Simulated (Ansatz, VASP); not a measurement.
**Two plane-wave programs on Sr**

```
CELL_PARAMETERS angstrom
0.00000 2.90289 2.90289
2.90289 0.00000 2.90289
2.90289 2.90289 0.00000
ATOMIC_POSITIONS crystal
Sr 0.00000 0.00000 0.00000
```

Alike in both runs: task single point; functional LDA; k mesh 9 × 9 × 9; occupations methfessel-paxton of order 1, width 0.03 eV; no spin polarisation.

```csv
,VASP,Ansatz
version,VASP 6.6.1,Ansatz 0.2.0
potentials or method,"VASP PAW LDA potentials, release 64 (Sr_sv), cutoff 500 eV","plane waves (420 eV) with PAW, scalar-relativistic"
valence electrons in the cell,10,10
```

```csv
,VASP,Ansatz,Ansatz less VASP
pressure (GPa),0.0,0.0,-0.01
```

Ansatz warns that its potentials were made for another functional, while VASP's fit it. LDA's correlation is that of Perdew and Zunger in VASP and of Perdew and Wang (1992) in Ansatz.
